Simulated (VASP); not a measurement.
**Ni: single point with PBE**

Crystal: Ni.

```
Ni
1.0
     0.00000    1.76775    1.76775
     1.76775    0.00000    1.76775
     1.76775    1.76775    0.00000
Ni
1
Direct
  0.00000 0.00000 0.00000
```

```
Program             : VASP 6.6.1
Task                : single point
Functional          : PBE
Potentials or basis : VASP PAW PBE potentials, release 64 (Ni)
Cutoff              : 520 eV
k mesh              : 14 × 14 × 14
Occupations         : gaussian, width 0.1 eV
Spin                : collinear spin, ferromagnetic start
Starting moments    : [1.19] μB
Fixed moment        : 1.19 μB
```

| Quantity | Value |
| --- | --- |
| Pressure | 2.9 GPa |
| Net moment | 1.19 μB per cell |
| Site moments | Ni +1.17 μB |
| Valence electrons inside the program's atomic spheres | Ni 9.26 |

It took 35 s on 1 thread of Intel(R) Xeon(R) Platinum 8259CL CPU @ 2.50GHz (Skylake/Cascade Lake), on a shared host, peak memory 0.15 GiB.

Caveat: the total moment is fixed, so each spin has its own Fermi level.
